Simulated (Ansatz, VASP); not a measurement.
**MnSi: VASP beside Ansatz**

```
Mn Si
1.0
     6.69947    0.00000    0.00004
    -3.34973    5.80191   -0.00003
    -3.34972    1.93397    2.52196
Mn Si
4 4
Direct
  0.13493 0.63088 0.36794
  0.86389 0.86508 0.36793
  0.36912 0.13612 0.36793
  0.63847 0.36152 0.91543
  0.84300 0.35014 0.65096
  0.15810 0.15700 0.65096
  0.64986 0.84189 0.65096
  0.34263 0.65737 0.02788
```

Change from the starting cell: band edges of the strained film's bulk.

Alike in both runs: task single point; functional PBE; k mesh 6 × 6 × 14; occupations gaussian, width 0.1 eV; no spin polarisation.

|  | VASP | Ansatz |
| --- | --- | --- |
| version | VASP 6.6.1 | Ansatz 0.2.0 |
| potentials or method | VASP PAW PBE potentials, release 64 (Mn_pv, Si), cutoff 500 eV | scalar-relativistic, plane waves, PAW |
| valence electrons in the cell | 68 | 76 |

VASP gave:

- gap on the k mesh at the Fermi level (eV): none
- pressure (GPa): -12.9
- traceless stress, the component that is largest in VASP (GPa): 12.86
- rms of the force components (eV/Å): 0.005

What did Ansatz give for the same quantities?

gap on the k mesh at the Fermi level (eV): none; pressure (GPa): -12.8; traceless stress, the component that is largest in VASP (GPa): 12.92; rms of the force components (eV/Å): 0.003.

Atom by atom the forces differ by 0.005 eV/Å (rms over components). A gap of «none» marks a metal or a gap that the smearing closes. VASP's potentials hold 68 valence electrons a cell and Ansatz's 76, so a difference there can come from the potentials and not from the codes. Ansatz's warnings: near symmetry operations not taken.
